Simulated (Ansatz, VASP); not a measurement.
## BN: VASP beside Ansatz

File INCAR:

```
SYSTEM = BN
PREC = Accurate
ENCUT = 520
EDIFF = 1E-6
ISMEAR = 0
SIGMA = 0.05
LREAL = .FALSE.
LASPH = .TRUE.
NELM = 80
ALGO = Normal
ISIF = 2
LWAVE = .FALSE.
LCHARG = .FALSE.
GGA = PE
NBANDS = 16
```

KPOINTS

```
regular mesh
0
G
  12 12 6
  0 0 0
```

The input POSCAR:

```
BN
1.0
    2.5539396017      0.0000000000      0.0000000000
   -1.2769698009      2.2117765748      0.0000000000
    0.0000000000      0.0000000000      4.2268550000
B N
2 2
Direct
    0.7379826525      0.3855402584      1.0270421961
    0.4046493192      0.7188735917      0.5270421961
    0.6666666667      0.3333333333      0.6252760000
    0.3333333333      0.6666666667      0.1252760000
```

Input for Ansatz:

```yaml
crystal:
  lattice:
    - [2.5539396017, 0.0, 0.0]
    - [-1.2769698009, 2.2117765748, 0.0]
    - [0.0, 0.0, 4.226855]
  atoms:
    - { symbol: B, position: [0.7379826525, 0.3855402584, 1.0270421961] }
    - { symbol: B, position: [0.4046493192, 0.7188735917, 0.5270421961] }
    - { symbol: "N", position: [0.6666666667, 0.3333333333, 0.625276] }
    - { symbol: "N", position: [0.3333333333, 0.6666666667, 0.125276] }
basis:
  ecutwfc: 420
kpoints:
  mp_grid: { grid: [12, 12, 6] }
hamiltonian:
  xc: pbe
scf:
  occupations: { method: gaussian, width: 0.05 }
output:
  forces: true
  stress: true
  eigenvalues: true
```

Change from the starting cell: all B atoms moved +0.200 Å, as atom 1 along Cartesian [1 1 1].

Alike in both runs: task single point; functional PBE; k mesh 12 × 12 × 6; occupations gaussian, width 0.05 eV; no spin polarisation.

|  | VASP | Ansatz |
| --- | --- | --- |
| version | VASP 6.6.1 | Ansatz 0.2.0 |
| potentials or method | VASP PAW PBE potentials, release 64 (B, N), cutoff 520 eV | scalar-relativistic, plane waves, PAW |
| valence electrons in the cell | 16 | 16 |

```tsv
	VASP	Ansatz	Ansatz less VASP
gap on the k mesh at the Fermi level (eV)	4.62	4.63	+0.008
least direct gap on the mesh (eV)	6.71	6.71	+0.001
pressure (GPa)	14.2	14.1	-0.06
traceless stress, the component that is largest in VASP (GPa)	5.80	5.86	+0.059
rms of the force components (eV/Å)	3.227	3.221	-0.0066
```

Atom by atom the forces differ by 0.007 eV/Å (rms over components). With one functional, cell and mesh, what is left measures potentials, basis and numerics.
